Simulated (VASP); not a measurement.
# Ni (Im-3m) in VASP: a series of runs, part 2 of 3

VASP 6.6.1. Earlier steps stand in the parts before.

### 4 Single point, r2SCAN+D4, collinear spin, ferromagnetic start

This run uses another cell than the first one, of 10.52 Å³/atom.

Contents of POSCAR:

```
Ni
1.0
   -1.3803328527      1.3803328527      1.3803328527
    1.3803328527     -1.3803328527      1.3803328527
    1.3803328527      1.3803328527     -1.3803328527
Ni
1
Direct
    0.0000000000      0.0000000000      0.0000000000
```

Contents of INCAR.step1:

```
SYSTEM = Ni
PREC = Accurate
ENCUT = 660
ISMEAR = -1
SIGMA = 0.15
LREAL = .False.
LASPH = .True.
NELM = 200
ISPIN = 2
MAGMOM = 2
LMAXMIX = 4
NBANDS = 15
GGA = PE
ALGO = Normal
EDIFF = 1E-5
LWAVE = .True.
LCHARG = .False.
GGA_COMPAT = .False.
```

Contents of INCAR.step2:

```
SYSTEM = Ni
PREC = Accurate
ENCUT = 660
EDIFF = 1E-6
ISMEAR = -1
SIGMA = 0.15
LREAL = .False.
LASPH = .True.
NELM = 200
ALGO = Normal
ISIF = 2
LWAVE = .False.
LCHARG = .False.
ISPIN = 2
MAGMOM = 2
LORBIT = 11
LMAXMIX = 4
METAGGA = R2SCAN
LMIXTAU = .True.
IVDW = 13
VDW_S6 = 1.0
VDW_S8 = 0.6018749
VDW_A1 = 0.51559235
VDW_A2 = 5.77342911
NBANDS = 15
ISTART = 1
GGA_COMPAT = .False.
```

Contents of KPOINTS:

```
regular mesh
0
Gamma
  17 17 17
  0 0 0
```

Potentials or basis: VASP PAW PBE potentials, release 64 (Ni).

Run with:

```console
> cat potpaw_PBE.64/Ni/POTCAR > POTCAR
> cp INCAR.step1 INCAR
> mpirun -np 1 vasp_std > vasp.out
> cp INCAR.step2 INCAR
> mpirun -np 1 vasp_std > vasp.out
```

OUTCAR:

```text
SYSTEM = Ni
   PREC = Accurate
   ENCUT = 660
   EDIFF = 1E-6
   ISMEAR = -1
   LREAL = .False.
   LASPH = .True.
   NELM = 200
   ISIF = 2
   ISPIN = 2
   LORBIT = 11
   METAGGA = R2SCAN
   IVDW = 13
   ISTART = 1

 ion  position               nearest neighbor table
   1  0.000  0.000  0.000-

  LATTYP: Found a body centered cubic cell.
 ALAT       =     2.7606657054

  Lattice vectors:

 A1 = (  -1.3803328527,   1.3803328527,   1.3803328527)
 A2 = (   1.3803328527,  -1.3803328527,   1.3803328527)
 A3 = (   1.3803328527,   1.3803328527,  -1.3803328527)

Analysis of symmetry for initial positions (statically):
=====================================================================
 Subroutine PRICEL returns:
 Original cell was already a primitive cell.

 Routine SETGRP: Setting up the symmetry group for a
 body centered cubic supercell.

 Subroutine GETGRP returns: Found 48 space group operations
 (whereof 48 operations were pure point group operations)
 out of a pool of 48 trial point group operations.

The static configuration has the point symmetry O_h .

Analysis of symmetry for dynamics (positions and initial velocities):
=====================================================================
 Subroutine PRICEL returns:
 Original cell was already a primitive cell.

 Routine SETGRP: Setting up the symmetry group for a
 body centered cubic supercell.

 Subroutine GETGRP returns: Found 48 space group operations
 (whereof 48 operations were pure point group operations)
 out of a pool of 48 trial point group operations.

The dynamic configuration has the point symmetry O_h .

Analysis of structural, dynamic, and magnetic symmetry:
=====================================================================
 Subroutine PRICEL returns:
 Original cell was already a primitive cell.

 Routine SETGRP: Setting up the symmetry group for a
 body centered cubic supercell.

 Subroutine GETGRP returns: Found 48 space group operations
 (whereof 48 operations were pure point group operations)
 out of a pool of 48 trial point group operations.

The overall configuration has the point symmetry O_h .

[... 161 lines left out ...]
      8      37.4300      0.00000
      9      37.4300      0.00000
     10      42.6780      0.00000
     11      42.6780      0.00000
     12      44.2718      0.00000
     13      44.2718      0.00000
     14      44.2718      0.00000
[... 403 lines left out ...]
      4       8.0400      0.99998
      5       8.4804      0.99958
      6       8.8274      0.99576
      7      25.6535      0.00000
      8      26.6434      0.00000
      9      32.6821      0.00000
     10      37.7246      0.00000
     11      41.2691      0.00000
     12      45.1272      0.00000
     13      48.1558      0.00000
     14      51.5921      0.00000
     15      52.4841      0.00000

 [... further k-points ...]

 spin component 2

 k-point     1 :       0.0000    0.0000    0.0000
  band No.  band energies     occupation
      1      -0.0471      1.00000
      2       7.9480      0.99999
      3       7.9480      0.99999
      4       7.9480      0.99999
      5       9.1328      0.96840
      6       9.1328      0.96840
      7      37.4021      0.00000
      8      37.4021      0.00000
      9      37.4021      0.00000
     10      42.6910      0.00000
     11      42.6911      0.00000
     12      44.6930      0.00000
     13      44.6931      0.00000
     14      44.6931      0.00000
[... 403 lines left out ...]
      4       8.8797      0.99400
      5       9.3362      0.88758
      6       9.8353      0.22081
      7      25.8034      0.00000
      8      26.8413      0.00000
      9      32.8839      0.00000
     10      37.7972      0.00000
     11      41.4699      0.00000
     12      45.3421      0.00000
     13      48.5276      0.00000
     14      51.8148      0.00000
     15      54.0331      0.00000

 [... further k-points ...]

------------------------ aborting loop because EDIFF is reached ----------------------------------------

  DFT-D4 for vdW energy calculation

  Edisp (eV):   -0.16085

  FORCE on cell =-STRESS in cart. coord.  units (eV):
  Direction    XX          YY          ZZ          XY          YZ          ZX
  --------------------------------------------------------------------------------------
  -------------------------------------------------------------------------------------
  Total       0.01165     0.01165     0.01165    -0.00000    -0.00000     0.00000
  in kB       1.77452     1.77452     1.77452    -0.00000    -0.00000     0.00000
  external pressure =        1.77 kB  Pullay stress =        0.00 kB

 VOLUME and BASIS-vectors are now :
 -----------------------------------------------------------------------------
  energy-cutoff  :      660.00
  volume of cell :       10.52
      direct lattice vectors                 reciprocal lattice vectors
    -1.380332853  1.380332853  1.380332853     0.000000000  0.362231471  0.362231471
     1.380332853 -1.380332853  1.380332853     0.362231471  0.000000000  0.362231471
     1.380332853  1.380332853 -1.380332853     0.362231471  0.362231471  0.000000000

 POSITION                                       TOTAL-FORCE (eV/Angst)
 -----------------------------------------------------------------------------------
      0.00000      0.00000      0.00000        -0.000000      0.000000      0.000000
 -----------------------------------------------------------------------------------
    total drift:                                0.000000     -0.000000      0.000000

  FREE ENERGIE OF THE ION-ELECTRON SYSTEM (eV)
  ---------------------------------------------------
  free  energy   TOTEN  =       -12.0408654990 eV

  energy  without entropy=      -11.9347916036  energy(sigma->0) =      -11.98782855

 total charge

# of ion       s       p       d       tot
------------------------------------------
    1        0.520   0.536   8.355   9.411

 magnetization (x)

# of ion       s       p       d       tot
------------------------------------------
    1       -0.006  -0.030   0.688   0.652
```

OUTCAR.step1:

```text
SYSTEM = Ni
   PREC = Accurate
   ENCUT = 660
   ISMEAR = -1
   LREAL = .False.
   LASPH = .True.
[... 1101 lines left out ...]
 -----------------------------------------------------------------------------------
      0.00000      0.00000      0.00000         0.000000     -0.000000      0.000000
 -----------------------------------------------------------------------------------
    total drift:                                0.000000     -0.000000      0.000000

  FREE ENERGIE OF THE ION-ELECTRON SYSTEM (eV)
  ---------------------------------------------------
  free  energy   TOTEN  =        -5.4270630777 eV

  energy  without entropy=       -5.2919429031  energy(sigma->0) =       -5.35950299
```

OSZICAR.step1:

```text
N       E                     dE             d eps       ncg     rms          rms(c)
DAV:   1     0.385750968253E+02    0.38575E+02   -0.53579E+03 10546   0.112E+03
DAV:   2    -0.442519356827E+01   -0.43000E+02   -0.39745E+02 11307   0.185E+02
DAV:   3    -0.616364035367E+01   -0.17384E+01   -0.17218E+01 12196   0.349E+01
DAV:   4    -0.617386432984E+01   -0.10224E-01   -0.10221E-01 12162   0.260E+00
DAV:   5    -0.617397694745E+01   -0.11262E-03   -0.11262E-03 12387   0.248E-01    0.114E+01
DAV:   6    -0.569949368222E+01    0.47448E+00   -0.10752E+01 14156   0.385E+01    0.554E+00
DAV:   7    -0.544191450297E+01    0.25758E+00   -0.19753E+00 13219   0.143E+01    0.203E+00
DAV:   8    -0.542930747901E+01    0.12607E-01   -0.36574E-02 13036   0.128E+00    0.931E-01
DAV:   9    -0.542748853772E+01    0.18189E-02   -0.13282E-03 15295   0.219E-01    0.321E-01
DAV:  10    -0.542703113631E+01    0.45740E-03   -0.71825E-04 16344   0.176E-01    0.720E-02
DAV:  11    -0.542704995121E+01   -0.18815E-04   -0.76022E-05 11419   0.741E-02    0.370E-02
DAV:  12    -0.542706158076E+01   -0.11630E-04   -0.28628E-05 11339   0.406E-02    0.152E-02
DAV:  13    -0.542706307768E+01   -0.14969E-05   -0.30639E-06  7781   0.152E-02
   1 F= -.54270631E+01 E0= -.53595030E+01  d E =-.135120E+00  mag=     0.3899
```

It took 1.7 min on 1 thread of Intel Xeon 6975P-C (Granite Rapids), shared host; peak memory 0.17 GiB.

What came out:

```
Free energy                                           : -12.0409 eV
Pressure                                              : 0.2 GPa
Net moment                                            : 0.64 μB per cell
Site moments                                          : Ni +0.65 μB
Valence electrons inside the program's atomic spheres : Ni 9.41
Dispersion energy per atom                            : -0.161 eV
```

Levels at points of the mesh, in eV from the Fermi level:
Spin up:
```csv
k point,band 2,band 3,band 4,band 5,band 6,band 7,band 8,band 9
"(0.00, 0.00, 0.00)",-2.76,-2.76,-2.76,-1.28,-1.28,27.78,27.78,27.78
```
Spin down:
```tsv
k point	band 2	band 3	band 4	band 5	band 6	band 7	band 8	band 9
(0.00, 0.00, 0.00)	-1.70	-1.70	-1.70	-0.51	-0.51	27.76	27.76	27.76
```

Caveat: the PAW data sets were made with another functional, which shifts forces and pressure a little.

(Part 2 of 3 ends here.)
